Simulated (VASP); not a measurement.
Wanted: the native input for a VASP 6.6.1 run.

```
Task                   : single point
Functional             : LDA
Potentials or basis    : VASP PAW LDA potentials, release 64 (Ga_d)
Cutoff                 : 520 eV
k mesh                 : 7 × 7 × 6
Occupations            : fermi-dirac, width 0.05 eV
Spin                   : no spin polarisation
Dipole correction      : no
Further INCAR settings : ALGO = Fast; EDIFF = 1e-06; NBANDS = 34
```

The structure of Ga lies in POSCAR:

```
Ga
1.0
    2.2463216903     -3.8047911717      0.0000000000
    2.2463216903      3.8047911717      0.0000000000
    0.0000000000      0.0000000000      4.4936366690
Ga
4
Direct
    0.3451000000      0.6549000000      0.4190000000
    0.1549000000      0.8451000000      0.9190000000
    0.6549000000      0.3451000000      0.5810000000
    0.8451000000      0.1549000000      0.0810000000
```

This cell differs from its parent crystal: volume scaled by 0.98.

These files were run (other wordings do the same):

INCAR

```
ALGO = Fast
EDIFF = 1E-6
ENCUT = 520
GGA = CA
ISIF = 2
ISMEAR = -1
LASPH = T
LCHARG = F
LREAL = F
LWAVE = F
NBANDS = 34
NELM = 100
PREC = Accurate
SIGMA = 0.05
```

KPOINTS

```
k-points
0
Gamma
  7 7 6
```

Potentials or basis: VASP PAW LDA potentials, release 64 (Ga_d).

Run with:

```console
$ cat potpaw_LDA.64/Ga_d/POTCAR > POTCAR
$ mpirun -np 1 vasp_std > vasp.out
```

It gave:

```yaml
Pressure: -2.5 GPa
Largest_force: 0.143 eV/Å
Band_gap_on_the_k_mesh: zero (band 26 reaches 5.36 eV, above the bottom of band 27 at 4.06 eV)
```

Run time: 98 s on 1 thread of Intel(R) Xeon(R) Platinum 8488C (Sapphire Rapids), on a shared host, peak memory 0.24 GiB.
